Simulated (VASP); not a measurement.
# Ru (P6_3/mmc) in VASP: a series of runs, part 2 of 2

VASP 6.6.1. Earlier steps stand in the parts before.

**6. Single point, PBE0**

Input file POSCAR:

```
Ru
1.0
    2.6692306523      0.0000000000      0.0000000000
   -1.3346153261      2.3116215535      0.0000000000
    0.0000000000      0.0000000000      4.2240293924
Ru
2
Direct
    0.6666666667      0.3333333333      0.7500000000
    0.3333333333      0.6666666667      0.2500000000
```

Input file INCAR.step1:

```
ALGO = Normal
EDIFF = 1E-5
ENCUT = 520
GGA = PE
ISIF = 2
ISMEAR = -1
LASPH = True
LCHARG = False
LREAL = False
LWAVE = True
NBANDS = 21
NELM = 60
PREC = Accurate
SIGMA = 0.05
```

Input file INCAR.step2:

```
AEXX = 0.25
ALGO = Normal
EDIFF = 1E-7
ENCUT = 520
GGA = PE
ISIF = 2
ISMEAR = -1
ISTART = 1
LASPH = True
LCHARG = False
LHFCALC = True
LREAL = False
LWAVE = False
NBANDS = 21
NELM = 60
PREC = Accurate
PRECFOCK = Normal
SIGMA = 0.05
```

Input file KPOINTS:

```
k-points
0
Gamma
  6 6 4
```

Potentials or basis: VASP PAW PBE potentials, release 64 (Ru_pv).

Command:

```
cat potpaw_PBE.64/Ru_pv/POTCAR > POTCAR
cp INCAR.step1 INCAR
mpirun -np 1 vasp_std > vasp.out
cp INCAR.step2 INCAR
mpirun -np 1 vasp_std > vasp.out
```

OUTCAR:

```text
AEXX = 0.25
   EDIFF = 1E-7
   ENCUT = 520
   GGA = PE
   ISIF = 2
   ISMEAR = -1
   ISTART = 1
   LASPH = True
   LHFCALC = True
   LREAL = False
   NELM = 60
   PREC = Accurate
   PRECFOCK = Normal

 ion  position               nearest neighbor table
   1  0.667  0.333  0.750-   2 2.61   2 2.61   2 2.61   2 2.61   2 2.61   2 2.61
   2  0.333  0.667  0.250-   1 2.61   1 2.61   1 2.61   1 2.61   1 2.61   1 2.61

  LATTYP: Found a hexagonal cell.
 ALAT       =     2.6692306523
 C/A-ratio  =     1.5824894671

  Lattice vectors:

 A1 = (   2.6692306523,   0.0000000000,   0.0000000000)
 A2 = (  -1.3346153261,   2.3116215535,   0.0000000000)
 A3 = (   0.0000000000,   0.0000000000,   4.2240293924)

Analysis of symmetry for initial positions (statically):
=====================================================================
 Subroutine PRICEL returns:
 Original cell was already a primitive cell.

 Routine SETGRP: Setting up the symmetry group for a
 hexagonal supercell.

[... 166 lines left out ...]
  ext. energy  EPLUGINS =         0.00000000
  ---------------------------------------------------
  free energy    TOTEN  =       -23.61330678 eV

  energy without entropy =      -23.60160389  energy(sigma->0) =      -23.60745534

 E-fermi :  13.5514     XC(G=0): -11.2566

 val. band max:       13.5511681903   @ k =   0.3333   0.1667   0.2500
 cond. band min:      14.0428492639   @ k =   0.1667   0.1667   0.2500
 fundamental gap:      0.4916810736
 Fermi energy:        13.5514267794

 k-point     1 :       0.0000    0.0000    0.0000
  band No.  band energies     occupation
      1     -34.1360      2.00000
      2     -32.8825      2.00000
      3     -32.8825      2.00000
      4     -32.6587      2.00000
      5     -32.6587      2.00000
      6     -32.6336      2.00000
[... 493 lines left out ...]
     20      26.0450      0.00000
     21      26.8780      0.00000

------------------------ aborting loop because EDIFF is reached ----------------------------------------

  FORCE on cell =-STRESS in cart. coord.  units (eV):
  Direction    XX          YY          ZZ          XY          YZ          ZX
  --------------------------------------------------------------------------------------
  -------------------------------------------------------------------------------------
  Total        1.5449751      1.5449751     -0.0009177      0.0000000     -0.0000000      0.0000000
  in kB       94.9734676     94.9734676     -0.0564116      0.0000000     -0.0000000      0.0000000
  external PRESSURE =      63.2968412 kB  Pullay stress =       0.0000000 kB

 VOLUME and BASIS-vectors are now :
 -----------------------------------------------------------------------------
  energy-cutoff  :      520.00
  volume of cell :       26.06
      direct lattice vectors                 reciprocal lattice vectors
     2.669230652  0.000000000  0.000000000     0.374639786  0.216298381  0.000000000
    -1.334615326  2.311621554  0.000000000     0.000000000  0.432596762  0.000000000
     0.000000000  0.000000000  4.224029392     0.000000000  0.000000000  0.236740777

 POSITION                                       TOTAL-FORCE (eV/Angst)
 -----------------------------------------------------------------------------------
      1.33462      0.77054      3.16802        -0.000000      0.000000     -0.000000
     -0.00000      1.54108      1.05601         0.000000     -0.000000      0.000000
 -----------------------------------------------------------------------------------
    total drift:                               -0.000000      0.000000      0.000000

  FREE ENERGIE OF THE ION-ELECTRON SYSTEM (eV)
  ---------------------------------------------------
  free  energy   TOTEN  =       -23.6133067807 eV

  energy  without entropy=      -23.6016038943  energy(sigma->0) =      -23.60745534
```

OSZICAR.step1:

```text
N       E                     dE             d eps       ncg     rms          rms(c)
DAV:   1     0.286914734264E+03    0.28691E+03   -0.17664E+04   882   0.151E+03
DAV:   2    -0.135519863228E+02   -0.30047E+03   -0.29085E+03   897   0.444E+02
DAV:   3    -0.195558066374E+02   -0.60038E+01   -0.59692E+01  1032   0.699E+01
DAV:   4    -0.195997922812E+02   -0.43986E-01   -0.43938E-01  1080   0.578E+00
DAV:   5    -0.196004760644E+02   -0.68378E-03   -0.67443E-03  1027   0.608E-01    0.197E+01
DAV:   6    -0.184115601996E+02    0.11889E+01   -0.25958E+00   992   0.159E+01    0.585E+00
DAV:   7    -0.183229116751E+02    0.88649E-01   -0.34017E-01  1032   0.472E+00    0.130E+00
DAV:   8    -0.183151904540E+02    0.77212E-02   -0.19120E-02   942   0.108E+00    0.209E-01
DAV:   9    -0.183151008613E+02    0.89593E-04   -0.38767E-04  1030   0.187E-01    0.428E-02
DAV:  10    -0.183151073354E+02   -0.64741E-05   -0.61468E-06   672   0.280E-02
   1 F= -.18315107E+02 E0= -.18303983E+02  d E =-.222482E-01
```

It took 44 min on 1 thread of AMD EPYC 9R45 (Zen 5), shared host; peak memory 0.13 GiB.

What came out:

```
Free energy            : -23.6133 eV
Pressure               : 6.3 GPa
Band gap on the k mesh : zero (bands 14 and 15 overlap by 4.56 eV)
```

Caveat: the k points lie up to 0.45 Å⁻¹ apart, too coarse for converged energies and pressures of a metal; the PAW data sets were made with another functional, which shifts forces and pressure a little.

**7. Overview**

```tsv
level	spin	cell	k mesh	smearing	grid for exact exchange (PRECFOCK)	share of exact exchange	pressure (GPa)	moment (μB)
PBE+D3(BJ)	non-collinear, zero start, SOC	a = 2.669, b = 2.669, c = 4.224 Å, angles 90.0, 90.0, 120.0°, 2 atoms	8 × 8 × 5	fermi-dirac 0.02 eV	-	-	10.9	0.00
PBE+D3(BJ)	non-collinear, zero start, SOC	a = 2.688, b = 2.688, c = 4.253 Å, angles 90.0, 90.0, 120.0°, 2 atoms	8 × 8 × 5	fermi-dirac 0.02 eV	-	-	3.3	0.00
PBE+D3(BJ)	non-collinear, zero start, SOC	a = 2.706, b = 2.706, c = 4.282 Å, angles 90.0, 90.0, 120.0°, 2 atoms	8 × 8 × 5	fermi-dirac 0.02 eV	-	-	-3.5	0.00
PBE+D3(BJ)	non-collinear, zero start, SOC	a = 2.759, b = 2.759, c = 4.366 Å, angles 90.0, 90.0, 120.0°, 2 atoms	8 × 8 × 5	fermi-dirac 0.02 eV	-	-	-19.5	0.00
PBE0	off	a = 2.669, b = 2.669, c = 4.224 Å, angles 90.0, 90.0, 120.0°, 2 atoms	6 × 6 × 4	fermi-dirac 0.05 eV	Normal	0.25	6.3	-
```

Alike in all rows: task single point; potentials or basis VASP PAW PBE potentials, release 64 (Ru_pv); cutoff (eV) 520.

Caveats: some runs use coarse meshes; the cell stands under pressure (at least some runs); the cell stands under tension (at least some runs); the PAW data sets were made with another functional, which shifts forces and pressure a little (at least some runs).

Total energies depend on the potentials used, so only differences within one code and one set of settings carry meaning.
